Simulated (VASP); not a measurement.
# Zn (I4_1/amd) in VASP: density of states with PBE

Aim: the density of states of Zn with PBE.

Everything below comes from runs of VASP 6.6.1. Logs are shortened: lines on timing, memory, paths and dates and some standing lists are left out, and cuts for length are marked.

## Step 1: The cell of the first run

Symmetry: I4_1/amd, No. 141, tetragonal system. Conventional cell: a = 4.459 Å, b = 4.459 Å, c = 2.266 Å, α = 90.00°, β = 90.00°, γ = 90.00°. Zn (site symmetry -4m2) has 10 Zn at 2.27 to 2.80 Å within 3.0 Å.

## Step 2: Density of states, PBE (volume scaled by 0.65)

Input file POSCAR:

```
Zn
1.0
   -2.2297140597      2.2297140597      1.1332198196
    2.2297140597     -2.2297140597      1.1332198196
    2.2297140597      2.2297140597     -1.1332198196
Zn
2
Direct
   -0.3750000000     -0.1250000000     -0.2500000000
    0.3750000000      0.1250000000      0.2500000000
```

Input file INCAR.step1:

```
PREC     = Accurate       # precision mode
ENCUT    = 520            # plane-wave cutoff, eV
EDIFF    = 1E-6           # SCF threshold, eV
ISMEAR   = -1             # smearing method
SIGMA    = 0.1            # smearing width, eV
LREAL    = False          # projectors in reciprocal space
LASPH    = True           # aspherical terms in the spheres
NELM     = 100            # most SCF steps
ALGO     = Normal         # electronic algorithm
ISIF     = 2              # what is computed and relaxed
LWAVE    = False          # write WAVECAR
LCHARG   = True           # write CHGCAR
GGA      = PE             # functional
NBANDS   = 19             # bands
```

Input file KPOINTS.step1:

```
regular mesh
0
Gamma
  16 16 16
```

Input file INCAR.step2:

```
PREC     = Accurate       # precision mode
ENCUT    = 520            # plane-wave cutoff, eV
EDIFF    = 1E-6           # SCF threshold, eV
ISMEAR   = -5             # smearing method
SIGMA    = 0.1            # smearing width, eV
LREAL    = False          # projectors in reciprocal space
LASPH    = True           # aspherical terms in the spheres
NELM     = 100            # most SCF steps
ALGO     = Normal         # electronic algorithm
ISIF     = 2              # what is computed and relaxed
LWAVE    = False          # write WAVECAR
LCHARG   = False          # write CHGCAR
GGA      = PE             # functional
LORBIT   = 11             # projections on sites
NBANDS   = 19             # bands
NEDOS    = 1001           # points of the DOS
ICHARG   = 11             # starting density
```

Input file KPOINTS.step2:

```
regular mesh
0
Gamma
  24 24 24
```

Potentials or basis: VASP PAW PBE potentials, release 64 (Zn).

Started as:

```console
> cat potpaw_PBE.64/Zn/POTCAR > POTCAR
> cp INCAR.step1 INCAR
> cp KPOINTS.step1 KPOINTS
> mpirun -np 1 vasp_std > vasp.out
> cp INCAR.step2 INCAR
> cp KPOINTS.step2 KPOINTS
> mpirun -np 1 vasp_std > vasp.out
```

OUTCAR:

```text
PREC = Accurate
   ENCUT = 520
   EDIFF = 1E-6
   ISMEAR = -5
   LREAL = False
   LASPH = True
   NELM = 100
   ISIF = 2
   GGA = PE
   LORBIT = 11
   ICHARG = 11

 ion  position               nearest neighbor table
   1  0.625  0.875  0.750-   2 2.30   2 2.30   2 2.30   2 2.30   2 2.80   2 2.80   2 2.80   2 2.80

   2  0.375  0.125  0.250-   1 2.30   1 2.30   1 2.30   1 2.30   1 2.80   1 2.80   1 2.80   1 2.80

  LATTYP: Found a body centered tetragonal cell.
 ALAT       =     4.4594281194
 C/A-ratio  =     0.5082354909

  Lattice vectors:

 A1 = (  -2.2297140597,   2.2297140597,   1.1332198196)
 A2 = (   2.2297140597,  -2.2297140597,   1.1332198196)
 A3 = (   2.2297140597,   2.2297140597,  -1.1332198196)

Analysis of symmetry for initial positions (statically):
=====================================================================
 Subroutine PRICEL returns:
 Original cell was already a primitive cell.

 Routine SETGRP: Setting up the symmetry group for a
 body centered tetragonal supercell.

 Subroutine GETGRP returns: Found 16 space group operations
 (whereof  4 operations were pure point group operations)
 out of a pool of 16 trial point group operations.

The static configuration has the point symmetry C_2h.
 The point group associated with its full space group is D_4h.

Analysis of symmetry for dynamics (positions and initial velocities):
=====================================================================
 Subroutine PRICEL returns:
 Original cell was already a primitive cell.

 Routine SETGRP: Setting up the symmetry group for a
 body centered tetragonal supercell.

 Subroutine GETGRP returns: Found 16 space group operations
 (whereof  4 operations were pure point group operations)
 out of a pool of 16 trial point group operations.

The dynamic configuration has the point symmetry C_2h.
 The point group associated with its full space group is D_4h.

 Subroutine INISYM returns: Found 16 space group operations
 (whereof  4 operations are pure point group operations),
 and found     1 'primitive' translations

----------------------------------------------------------------------------------------

                                     Primitive cell

  volume of cell :      22.5358

  direct lattice vectors                    reciprocal lattice vectors
    -2.229714060  2.229714060  1.133219820     0.000000000  0.224244000  0.441220663
     2.229714060 -2.229714060  1.133219820     0.224244000  0.000000000  0.441220663
     2.229714060  2.229714060 -1.133219820     0.224244000  0.224244000  0.000000000

  length of vectors
     3.350736745  3.350736745  3.350736745     0.494935395  0.494935395  0.317128906

  position of ions in fractional coordinates (direct lattice)
     0.625000000  0.875000000  0.750000000
     0.375000000  0.125000000  0.250000000

  ion indices of the primitive-cell ions
   primitive index   ion index
                 1           1
                 2           2

----------------------------------------------------------------------------------------

 KPOINTS: regular mesh

Automatic generation of k-mesh.
 Grid dimensions read from file:
 generate k-points for:   24   24   24

 Generating k-lattice:

  Cartesian coordinates                     Fractional coordinates (reciprocal lattice)
     0.000000000  0.009343500  0.018384194     0.041666667  0.000000000 -0.000000000
     0.009343500  0.000000000  0.018384194     0.000000000  0.041666667 -0.000000000
     0.009343500  0.009343500  0.000000000     0.000000000  0.000000000  0.041666667

  Length of vectors
     0.020622308  0.020622308  0.013213704

  Shift w.r.t. Gamma in fractional coordinates (k-lattice)
     0.000000000  0.000000000  0.000000000

 TETIRR: Found  33868 inequivalent tetrahedra from    82944

 Subroutine IBZKPT returns following result:
 ===========================================

 Found   1063 irreducible k-points:

 Following reciprocal coordinates:
            Coordinates               Weight
  0.000000  0.000000  0.000000      1.000000
  0.041667 -0.000000  0.000000      8.000000
  0.083333 -0.000000  0.000000      8.000000
  0.125000 -0.000000  0.000000      8.000000
  0.166667 -0.000000  0.000000      8.000000
  0.208333 -0.000000  0.000000      8.000000
[... 16 lines left out ...]
  0.416667  0.041667  0.000000     16.000000
  0.458333  0.041667  0.000000     16.000000
 [... further k-points ...]
   k-points           NKPTS =   1063   k-points in BZ     NKDIM =   1063   number of bands    NBANDS=     19
   number of dos      NEDOS =   1001   number of ions     NIONS =      2
   total plane-waves  NPLWV =  21952
   dimension x,y,z NGX =    28 NGY =   28 NGZ =   28
   dimension x,y,z NGXF=    56 NGYF=   56 NGZF=   56
   ions per type =               2
   NGX,Y,Z   is equivalent  to a cutoff of  13.89, 13.89, 13.89 a.u.
   NGXF,Y,Z  is equivalent  to a cutoff of  27.78, 27.78, 27.78 a.u.
 SYSTEM =  unknown system
   PREC   = accura    normal or accurate (medium, high low for compatibility)
   ISTART =      0    job   : 0-new  1-cont  2-samecut
   ICHARG =     11    charge: 1-file 2-atom 10-const
   ISPIN  =      1    spin polarized calculation?
   LNONCOLLINEAR =      F non collinear calculations
   LSORBIT =      F    spin-orbit coupling
   LASPH  =      T    aspherical Exc in radial PAW
   ENCUT  =  520.0 eV  38.22 Ry    6.18 a.u.   6.23  6.23  6.23*2*pi/ulx,y,z
   NELM   =    100;   NELMIN=  2; NELMDL=  0     # of ELM steps
   EDIFF  = 0.1E-05   stopping-criterion for ELM
   LREAL  =      F    real-space projection
   EDIFFG = 0.1E-04   stopping-criterion for IOM
   NSW    =      0    number of steps for IOM
   IBRION =     -1    ionic relax: 0-MD 1-quasi-New 2-CG
   NFREE  =      0    steps in history (QN), initial steepest desc. (CG)
   ISIF   =      2    stress and relaxation
   ISYM   =      2    0-nonsym 1-usesym 2-fastsym
   POTIM  = 0.5000    time-step for ionic-motion
   TEBEG  =    0.0;   TEEND  =   0.0 temperature during run
   PSTRESS=    0.0 pullay stress
   NELECT =      24.0000    total number of electrons
   NUPDOWN=      -1.0000    fix difference up-down
   EMIN   =  10.00;   EMAX   =-10.00  energy-range for DOS
   EFERMI =   0.00;   METHOD = LEGACY
   ISMEAR =    -5;   SIGMA  =   0.10  broadening in eV -4-tet -1-fermi 0-gaus
   EFERMI_NEDOS =   21; number of points for ismear=-14 and -15
   IALGO  =     38    algorithm
   IMIX   =      4    mixing-type and parameters
     AMIX     =   0.40;   BMIX     =  1.00
     AMIX_MAG =   1.60;   BMIX_MAG =  1.00
  volume/ion in A,a.u.               =      11.27        76.04
  Fermi-wavevector in a.u.,A,eV,Ry     =   1.671813  3.159269 38.027730  2.794959
  Thomas-Fermi vector in A             =   2.757070
   LORBIT       =     11    0 simple, 1 ext, 2 COOP (PROOUT), +10 PAW based schemes
   GGA     = PE    functional components
   LHFCALC =     F    Hartree Fock is set to
   AEXX    =    0.0000 exact exchange contribution
   IVDW    =     0    specifies the selected vdW correction
   LEPSILON=     F    determine dielectric tensor
   LRPA    =     F    only Hartree local field effects (RPA)
 non-spin polarized calculation
 Fermi weights with tetrahedron method with Bloechl corrections
  energy-cutoff  :      520.00
  volume of cell :       22.54
 maximum number of plane-waves:       621
 NGX is ok and might be reduce to    28

 number of electron      23.9999989 magnetization

 Free energy of the ion-electron system (eV)
  ---------------------------------------------------
  ext. energy  EPLUGINS =         0.00000000
  ---------------------------------------------------
  free energy    TOTEN  =        -0.18688205 eV

  energy without entropy =       -0.18688205  energy(sigma->0) =       -0.18688205

 E-fermi :   5.7388     XC(G=0): -13.1752

 val. band max:        5.8770413862   @ k =   0.5000   0.5000   0.2917
 cond. band min:       5.6137852948   @ k =  -0.3333  -0.3333   0.2917
 fundamental gap:     -0.2632560914
 Fermi energy:         5.7387876003

 k-point     1 :       0.0000    0.0000    0.0000
  band No.  band energies     occupation
      1      -7.4611      2.00000
      2      -4.5447      2.00000
      3      -4.2442      2.00000
      4      -4.1838      2.00000
      5      -3.9569      2.00000
      6      -2.3626      2.00000
[... 11 lines left out ...]
     18      25.8088      0.00000
     19      27.7875      0.00000

 k-point     2 :       0.0417   -0.0000    0.0000
  band No.  band energies     occupation
      1      -7.3930      2.00000
      2      -4.5271      2.00000
      3      -4.2537      2.00000
      4      -4.1297      2.00000
      5      -3.9348      2.00000
      6      -2.4322      2.00000
[... 11 lines left out ...]
     18      26.0303      0.00000
     19      27.1499      0.00000

 k-point     3 :       0.0833   -0.0000    0.0000
  band No.  band energies     occupation
      1      -7.1901      2.00000
      2      -4.4753      2.00000
      3      -4.2447      2.00000
      4      -4.0088      2.00000
      5      -3.8696      2.00000
      6      -2.5584      2.00000
[... 11 lines left out ...]
     18      25.0880      0.00000
     19      26.1293      0.00000

 k-point     4 :       0.1250   -0.0000    0.0000
  band No.  band energies     occupation
      1      -6.8578      2.00000
      2      -4.3934      2.00000
      3      -4.2094      2.00000
      4      -3.8417      2.00000
      5      -3.7631      2.00000
      6      -2.7245      2.00000
[... 11 lines left out ...]
     18      23.0742      0.00000
     19      24.4540      0.00000

 k-point     5 :       0.1667   -0.0000    0.0000
  band No.  band energies     occupation
      1      -6.4076      2.00000
      2      -4.2885      2.00000
      3      -4.1551      2.00000
      4      -3.6710      2.00000
      5      -3.5957      2.00000
      6      -2.9152      2.00000
[... 11 lines left out ...]
     18      22.3808      0.00000
     19      22.9327      0.00000
[... 334 lines left out ...]
      2      -4.1519      2.00000
      3      -3.8999      2.00000
      4      -3.5653      2.00000
      5      -3.3055      2.00000
      6      -2.9711      2.00000
[... 11 lines left out ...]
     18      19.5523      0.00000
     19      20.6513      0.00000

 k-point    22 :       0.3750    0.0417    0.0000
  band No.  band energies     occupation
      1      -4.3556      2.00000
      2      -4.2347      2.00000
      3      -3.8449      2.00000
      4      -3.6457      2.00000
      5      -3.1996      2.00000
      6      -3.0258      2.00000
[... 11 lines left out ...]
     18      20.9144      0.00000
     19      21.2686      0.00000

 k-point    23 :       0.4167    0.0417    0.0000
  band No.  band energies     occupation
      1      -4.3657      2.00000
      2      -4.2944      2.00000
      3      -3.8494      2.00000
      4      -3.6713      2.00000
      5      -3.1129      2.00000
      6      -3.0565      2.00000
[... 11 lines left out ...]
     18      21.0829      0.00000
     19      22.7009      0.00000

 k-point    24 :       0.4583    0.0417    0.0000
  band No.  band energies     occupation
      1      -4.3671      2.00000
      2      -4.3187      2.00000
      3      -3.8757      2.00000
      4      -3.6698      2.00000
      5      -3.0925      2.00000
      6      -3.0347      2.00000
[... 11 lines left out ...]
     18      21.1446      0.00000
     19      24.1316      0.00000

 [... further k-points ...]

------------------------ aborting loop because EDIFF is reached ----------------------------------------

  FORCE on cell =-STRESS in cart. coord.  units (eV):
  Direction    XX          YY          ZZ          XY          YZ          ZX
  --------------------------------------------------------------------------------------
  -------------------------------------------------------------------------------------
  Total        9.3960197      9.3960197      9.3442334      0.0000000      0.0000000      0.0000000
  in kB      668.0085236    668.0085236    664.3267842      0.0000000      0.0000000      0.0000000
  external PRESSURE =     666.7812771 kB  Pullay stress =       0.0000000 kB

 VOLUME and BASIS-vectors are now :
 -----------------------------------------------------------------------------
  energy-cutoff  :      520.00
  volume of cell :       22.54
      direct lattice vectors                 reciprocal lattice vectors
    -2.229714060  2.229714060  1.133219820     0.000000000  0.224244000  0.441220663
     2.229714060 -2.229714060  1.133219820     0.224244000  0.000000000  0.441220663
     2.229714060  2.229714060 -1.133219820     0.224244000  0.224244000  0.000000000

 POSITION                                       TOTAL-FORCE (eV/Angst)
 -----------------------------------------------------------------------------------
      2.22971      1.11486      0.84991         0.000000     -0.000000      0.000000
      0.00000      1.11486      0.28330        -0.000000      0.000000     -0.000000
 -----------------------------------------------------------------------------------
    total drift:                               -0.000000      0.000000     -0.000000

  FREE ENERGIE OF THE ION-ELECTRON SYSTEM (eV)
  ---------------------------------------------------
  free  energy   TOTEN  =        -0.1868820501 eV

  energy  without entropy=       -0.1868820501  energy(sigma->0) =       -0.18688205

 total charge

# of ion       s       p       d       tot
------------------------------------------
    1        0.736   0.697   9.776  11.209
    2        0.736   0.697   9.776  11.209
--------------------------------------------------
tot          1.473   1.395  19.552  22.419
```

It took 12 min on 1 thread of AMD EPYC 9R45, shared host; peak memory 0.53 GiB.

What came out:

| Item | Value |
| --- | --- |
| Valence electrons inside the program's atomic spheres | Zn 11.21 |

Levels at points of the mesh, in eV from the Fermi level:
| k point | band 10 | band 11 | band 12 | band 13 | band 14 | band 15 |
| --- | --- | --- | --- | --- | --- | --- |
| (0.00, 0.00, 0.00) | -7.78 | -7.37 | 1.05 | 1.05 | 6.09 | 6.99 |
| (0.50, 0.00, 0.00) | -7.58 | -3.68 | -1.10 | 2.96 | 3.91 | 6.88 |
| (0.50, 0.50, 0.00) | -7.92 | -7.56 | -7.56 | 6.37 | 6.37 | 9.10 |
| (0.50, 0.50, 0.50) | -8.03 | -5.45 | -5.45 | -2.62 | -2.62 | 17.75 |

Caveat: tetrahedron occupations give inexact forces and stress in metals.
